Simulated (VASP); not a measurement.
# HfN (P6/mmm) in VASP: density of states with PBE

Aim: the density of states of HfN with PBE.

All numbers are computed with VASP 6.6.1; they aren't measurements. Logs are shortened: lines on timing, memory, paths and dates and some standing lists are left out, and cuts for length are marked.

## (1) The cell of the first run

It takes space group P6/mmm (No. 191, hexagonal). Conventional cell: a = 3.433 Å, b = 3.433 Å, c = 3.970 Å, α = 90.00°, β = 90.00°, γ = 120.00°. Within 2.6 Å of Hf (site symmetry 6/mmm) lie 2 N at 1.98 Å. N (site symmetry 6/mmm) has 2 Hf at 1.98 Å within 2.6 Å.

## (2) Density of states, PBE

POSCAR reads:

```
HfN
1.0
    3.4332059050      0.0000000000      0.0000000000
   -1.7166029525      2.9732435301      0.0000000000
    0.0000000000      0.0000000000      3.9698168701
Hf N
1 1
Direct
    0.0000000000      0.0000000000      0.5000000000
    0.0000000000      0.0000000000      0.0000000000
```

INCAR.step1 reads:

```
SYSTEM = HfN
PREC     = Accurate       ! precision mode
ENCUT    = 520            ! plane-wave cutoff, eV
EDIFF    = 1E-6           ! SCF threshold, eV
ISMEAR   = 0              ! smearing method
SIGMA    = 0.1            ! smearing width, eV
LREAL    = .False.        ! projectors in reciprocal space
LASPH    = .True.         ! aspherical terms in the spheres
NELM     = 100            ! most SCF steps
ALGO     = Normal         ! electronic algorithm
ISIF     = 2              ! what is computed and relaxed
LWAVE    = .False.        ! write WAVECAR
LCHARG   = .True.         ! write CHGCAR
LMAXMIX  = 4              ! l up to which the mixer works
GGA      = PE             ! functional
NBANDS   = 14             ! bands
```

KPOINTS.step1 reads:

```
Automatic mesh
0
Gamma
  18 18 14
  0 0 0
```

INCAR.step2 reads:

```
SYSTEM = HfN
PREC     = Accurate       ! precision mode
ENCUT    = 520            ! plane-wave cutoff, eV
EDIFF    = 1E-6           ! SCF threshold, eV
ISMEAR   = -5             ! smearing method
SIGMA    = 0.1            ! smearing width, eV
LREAL    = .False.        ! projectors in reciprocal space
LASPH    = .True.         ! aspherical terms in the spheres
NELM     = 100            ! most SCF steps
ALGO     = Normal         ! electronic algorithm
ISIF     = 2              ! what is computed and relaxed
LWAVE    = .False.        ! write WAVECAR
LCHARG   = .False.        ! write CHGCAR
LMAXMIX  = 4              ! l up to which the mixer works
GGA      = PE             ! functional
LORBIT   = 11             ! projections on sites
NEDOS    = 1001           ! points of the DOS
ICHARG   = 11             ! starting density
```

KPOINTS.step2 reads:

```
Automatic mesh
0
Gamma
  27 27 21
  0 0 0
```

Potentials or basis: VASP PAW PBE potentials, release 64 (Hf_pv, N).

On the command line:

```bash
$ cat potpaw_PBE.64/Hf_pv/POTCAR potpaw_PBE.64/N/POTCAR > POTCAR
$ cp INCAR.step1 INCAR
$ cp KPOINTS.step1 KPOINTS
$ mpirun -np 1 vasp_std > vasp.out
$ cp INCAR.step2 INCAR
$ cp KPOINTS.step2 KPOINTS
$ mpirun -np 1 vasp_std > vasp.out
```

OUTCAR:

```text
SYSTEM = HfN
   PREC = Accurate
   ENCUT = 520
   EDIFF = 1E-6
   ISMEAR = -5
   LREAL = .False.
   LASPH = .True.
   NELM = 100
   ISIF = 2
   GGA = PE
   LORBIT = 11
   ICHARG = 11

 ion  position               nearest neighbor table
   1  0.000  0.000  0.500-   2 1.98   2 1.98
   2  0.000  0.000  0.000-   1 1.98   1 1.98

  LATTYP: Found a hexagonal cell.
 ALAT       =     3.4332059050
 C/A-ratio  =     1.1563002569

  Lattice vectors:

 A1 = (   3.4332059050,   0.0000000000,   0.0000000000)
 A2 = (  -1.7166029525,   2.9732435301,   0.0000000000)
 A3 = (   0.0000000000,   0.0000000000,   3.9698168701)

Analysis of symmetry for initial positions (statically):
=====================================================================
 Subroutine PRICEL returns:
 Original cell was already a primitive cell.

 Routine SETGRP: Setting up the symmetry group for a
 hexagonal supercell.

 Subroutine GETGRP returns: Found 24 space group operations
 (whereof 24 operations were pure point group operations)
 out of a pool of 24 trial point group operations.

The static configuration has the point symmetry D_6h.

Analysis of symmetry for dynamics (positions and initial velocities):
=====================================================================
 Subroutine PRICEL returns:
 Original cell was already a primitive cell.

 Routine SETGRP: Setting up the symmetry group for a
 hexagonal supercell.

 Subroutine GETGRP returns: Found 24 space group operations
 (whereof 24 operations were pure point group operations)
 out of a pool of 24 trial point group operations.

The dynamic configuration has the point symmetry D_6h.

 Subroutine INISYM returns: Found 24 space group operations
 (whereof 24 operations are pure point group operations),
 and found     1 'primitive' translations

----------------------------------------------------------------------------------------

                                     Primitive cell

  volume of cell :      40.5229

  direct lattice vectors                    reciprocal lattice vectors
     3.433205905  0.000000000  0.000000000     0.291272947  0.168166514  0.000000000
    -1.716602952  2.973243530  0.000000000     0.000000000  0.336333028  0.000000000
     0.000000000  0.000000000  3.969816870     0.000000000  0.000000000  0.251900789

  length of vectors
     3.433205905  3.433205905  3.969816870     0.336333028  0.336333028  0.251900789

  position of ions in fractional coordinates (direct lattice)
     0.000000000  0.000000000  0.500000000
     0.000000000  0.000000000  0.000000000

  ion indices of the primitive-cell ions
   primitive index   ion index
                 1           1
                 2           2

----------------------------------------------------------------------------------------

 KPOINTS: Automatic mesh

Automatic generation of k-mesh.
 Grid dimensions read from file:
 generate k-points for:   27   27   21

 Generating k-lattice:

  Cartesian coordinates                     Fractional coordinates (reciprocal lattice)
     0.010787887  0.006228389  0.000000000     0.037037037  0.000000000  0.000000000
     0.000000000  0.012456779  0.000000000     0.000000000  0.037037037  0.000000000
     0.000000000  0.000000000  0.011995276     0.000000000  0.000000000  0.047619048

  Length of vectors
     0.012456779  0.012456779  0.011995276

  Shift w.r.t. Gamma in fractional coordinates (k-lattice)
     0.000000000  0.000000000  0.000000000

 TETIRR: Found  15156 inequivalent tetrahedra from    91854

 Subroutine IBZKPT returns following result:
 ===========================================

 Found    825 irreducible k-points:

 Following reciprocal coordinates:
            Coordinates               Weight
  0.000000  0.000000  0.000000      1.000000
  0.037037  0.000000  0.000000      6.000000
  0.074074  0.000000  0.000000      6.000000
  0.111111 -0.000000  0.000000      6.000000
  0.148148 -0.000000  0.000000      6.000000
  0.185185 -0.000000  0.000000      6.000000
[... 16 lines left out ...]
  0.333333  0.037037  0.000000     12.000000
  0.370370  0.037037  0.000000     12.000000
 [... further k-points ...]
   k-points           NKPTS =    825   k-points in BZ     NKDIM =    825   number of bands    NBANDS=     11
   number of dos      NEDOS =   1001   number of ions     NIONS =      2
   total plane-waves  NPLWV =  23520
   dimension x,y,z NGX =    28 NGY =   28 NGZ =   30
   dimension x,y,z NGXF=    56 NGYF=   56 NGZF=   60
   ions per type =               1   1
   NGX,Y,Z   is equivalent  to a cutoff of  13.56, 13.56, 12.56 a.u.
   NGXF,Y,Z  is equivalent  to a cutoff of  27.12, 27.12, 25.13 a.u.
 SYSTEM =  HfN
   PREC   = accura    normal or accurate (medium, high low for compatibility)
   ISTART =      0    job   : 0-new  1-cont  2-samecut
   ICHARG =     11    charge: 1-file 2-atom 10-const
   ISPIN  =      1    spin polarized calculation?
   LNONCOLLINEAR =      F non collinear calculations
   LSORBIT =      F    spin-orbit coupling
   LASPH  =      T    aspherical Exc in radial PAW
   ENCUT  =  520.0 eV  38.22 Ry    6.18 a.u.   6.38  6.38  7.38*2*pi/ulx,y,z
   NELM   =    100;   NELMIN=  2; NELMDL=  0     # of ELM steps
   EDIFF  = 0.1E-05   stopping-criterion for ELM
   LREAL  =      F    real-space projection
   EDIFFG = 0.1E-04   stopping-criterion for IOM
   NSW    =      0    number of steps for IOM
   IBRION =     -1    ionic relax: 0-MD 1-quasi-New 2-CG
   NFREE  =      0    steps in history (QN), initial steepest desc. (CG)
   ISIF   =      2    stress and relaxation
   ISYM   =      2    0-nonsym 1-usesym 2-fastsym
   POTIM  = 0.5000    time-step for ionic-motion
   TEBEG  =    0.0;   TEEND  =   0.0 temperature during run
   PSTRESS=    0.0 pullay stress
   NELECT =      15.0000    total number of electrons
   NUPDOWN=      -1.0000    fix difference up-down
   EMIN   =  10.00;   EMAX   =-10.00  energy-range for DOS
   EFERMI =   0.00;   METHOD = LEGACY
   ISMEAR =    -5;   SIGMA  =   0.10  broadening in eV -4-tet -1-fermi 0-gaus
   EFERMI_NEDOS =   21; number of points for ismear=-14 and -15
   IALGO  =     38    algorithm
   IMIX   =      4    mixing-type and parameters
     AMIX     =   0.40;   BMIX     =  1.00
     AMIX_MAG =   1.60;   BMIX_MAG =  1.00
  volume/ion in A,a.u.               =      20.26       136.73
  Fermi-wavevector in a.u.,A,eV,Ry     =   1.175452  2.221283 18.799006  1.381688
  Thomas-Fermi vector in A             =   2.311833
   LORBIT       =     11    0 simple, 1 ext, 2 COOP (PROOUT), +10 PAW based schemes
   GGA     = PE    functional components
   LHFCALC =     F    Hartree Fock is set to
   AEXX    =    0.0000 exact exchange contribution
   IVDW    =     0    specifies the selected vdW correction
   LEPSILON=     F    determine dielectric tensor
   LRPA    =     F    only Hartree local field effects (RPA)
 non-spin polarized calculation
 Fermi weights with tetrahedron method with Bloechl corrections
  energy-cutoff  :      520.00
  volume of cell :       40.52
 maximum number of plane-waves:      1119
 NGX is ok and might be reduce to    28

 number of electron      15.0000000 magnetization

 Free energy of the ion-electron system (eV)
  ---------------------------------------------------
  ext. energy  EPLUGINS =         0.00000000
  ---------------------------------------------------
  free energy    TOTEN  =       -17.08508237 eV

  energy without entropy =      -17.08508237  energy(sigma->0) =      -17.08508237

 E-fermi :   1.6957     XC(G=0):  -9.7278

 val. band max:        1.7160626563   @ k =   0.0370   0.0370   0.0000
 cond. band min:       1.6833228365   @ k =   0.1111   0.1111   0.0952
 fundamental gap:     -0.0327398198
 Fermi energy:         1.6957071406

 k-point     1 :       0.0000    0.0000    0.0000
  band No.  band energies     occupation
      1     -28.5695      2.00000
      2     -28.5695      2.00000
      3     -28.3932      2.00000
      4     -11.6106      2.00000
      5      -1.6856      2.00000
      6       1.7069      1.30023
      7       2.1210      0.00000
      8       2.1210      0.00000
      9       3.6122      0.00000
     10       3.6122      0.00000
     11       6.0092      0.00000

 k-point     2 :       0.0370    0.0000    0.0000
  band No.  band energies     occupation
      1     -28.5732      2.00000
      2     -28.5704      2.00000
      3     -28.3927      2.00000
      4     -11.6050      2.00000
      5      -1.6589      2.00000
      6       1.7099      1.21052
      7       2.1030      0.00000
      8       2.1124      0.00000
      9       3.5798      0.00000
     10       3.6458      0.00000
     11       5.9584      0.00000

 k-point     3 :       0.0741    0.0000    0.0000
  band No.  band energies     occupation
      1     -28.5840      2.00000
      2     -28.5730      2.00000
      3     -28.3914      2.00000
      4     -11.5884      2.00000
      5      -1.5807      2.00000
      6       1.7191      0.96847
      7       2.0501      0.00000
      8       2.0880      0.00000
      9       3.4903      0.00000
     10       3.7453      0.00000
     11       5.7889      0.00000
[... 267 lines left out ...]
 k-point    23 :       0.3333    0.0370    0.0000
  band No.  band energies     occupation
      1     -28.7819      2.00000
      2     -28.6232      2.00000
      3     -28.3662      2.00000
      4     -11.2650      2.00000
      5      -0.5312      2.00000
      6       0.9394      2.00000
      7       1.7667     -0.05280
      8       1.9845      0.00000
      9       3.7882      0.00000
     10       3.9555      0.00000
     11       5.5278      0.00000

 k-point    24 :       0.3704    0.0370    0.0000
  band No.  band energies     occupation
      1     -28.8035      2.00000
      2     -28.6288      2.00000
      3     -28.3634      2.00000
      4     -11.2274      2.00000
      5      -0.4966      2.00000
      6       0.7960      2.00000
      7       1.7377     -0.10410
      8       2.0366      0.00000
      9       3.6022      0.00000
     10       4.4569      0.00000
     11       5.4812      0.00000

 [... further k-points ...]
[... 5 lines left out ...]
  --------------------------------------------------------------------------------------
  -------------------------------------------------------------------------------------
  Total        0.2944740      0.2944740      0.1999396      0.0000000      0.0000000      0.0000000
  in kB       11.6427796     11.6427796      7.9051209      0.0000000      0.0000000      0.0000000
  external PRESSURE =      10.3968934 kB  Pullay stress =       0.0000000 kB

 VOLUME and BASIS-vectors are now :
 -----------------------------------------------------------------------------
  energy-cutoff  :      520.00
  volume of cell :       40.52
      direct lattice vectors                 reciprocal lattice vectors
     3.433205905  0.000000000  0.000000000     0.291272947  0.168166514  0.000000000
    -1.716602952  2.973243530  0.000000000     0.000000000  0.336333028  0.000000000
     0.000000000  0.000000000  3.969816870     0.000000000  0.000000000  0.251900789

 POSITION                                       TOTAL-FORCE (eV/Angst)
 -----------------------------------------------------------------------------------
      0.00000      0.00000      1.98491        -0.000000      0.000000      0.000000
      0.00000      0.00000      0.00000         0.000000      0.000000      0.000000
 -----------------------------------------------------------------------------------
    total drift:                               -0.000000      0.000000     -0.000000

  FREE ENERGIE OF THE ION-ELECTRON SYSTEM (eV)
  ---------------------------------------------------
  free  energy   TOTEN  =       -17.0850823714 eV

  energy  without entropy=      -17.0850823714  energy(sigma->0) =      -17.08508237

 total charge

# of ion       s       p       d       tot
------------------------------------------
    1        0.402   6.461   1.581   8.444
    2        1.316   2.336   0.000   3.652
--------------------------------------------------
tot          1.718   8.797   1.581  12.096
```

It took 2.4 min on 1 thread of Intel Xeon 6975P-C (Granite Rapids), shared host; peak memory 0.53 GiB.

What came out:

| Quantity | Value |
| --- | --- |
| Valence electrons inside the program's atomic spheres | Hf 8.44; N 3.65 |

Caveat: spin-orbit coupling is left out, which moves the levels of the heavy elements; tetrahedron occupations give inexact forces and stress in metals.
